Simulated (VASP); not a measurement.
Wanted: the native input for a VASP 6.6.1 run.

```yaml
Task: single point
Functional: PBE
Potentials_or_basis: VASP PAW PBE potentials, release 64 (Si)
Cutoff: 520 eV
k_mesh: 8 × 8 × 8
Occupations: gaussian, width 0.01 eV
Spin: no spin polarisation
Dipole_correction: no
Further_INCAR_settings: ALGO = Normal; EDIFF = 1e-06; NBANDS = 11
```

The structure of Si lies in POSCAR:

```
Si
1.0
    0.0000000000      2.6405785000      2.6405785000
    2.6405785000      0.0000000000      2.6405785000
    2.6405785000      2.6405785000      0.0000000000
Si
2
Direct
    0.0000000000      0.0000000000      0.0000000000
    0.2500000000      0.2500000000      0.2500000000
```

One way to write it, as run:

INCAR

```
  ALGO = Normal
  EDIFF = 1E-6
  ENCUT = 520
  GGA = PE
  ISIF = 2
  ISMEAR = 0
  LASPH = T
  LCHARG = F
  LREAL = F
  LWAVE = F
  NBANDS = 11
  NELM = 100
  PREC = Accurate
  SIGMA = 0.01
```

KPOINTS

```
k-points
0
Gamma
  8 8 8
```

Potentials or basis: VASP PAW PBE potentials, release 64 (Si).

Command:

```bash
$ cat potpaw_PBE.64/Si/POTCAR > POTCAR
$ mpirun -np 1 vasp_std > vasp.out
```

It gave:

```json
{"Pressure": "11.6 GPa", "Band gap on the k mesh": "0.47 eV, indirect (least direct gap 2.59 eV)"}
```

Run time: 12 s on 1 thread of Intel(R) Xeon(R) Platinum 8259CL CPU @ 2.50GHz (Skylake/Cascade Lake) (shared host), peak memory 0.14 GiB.
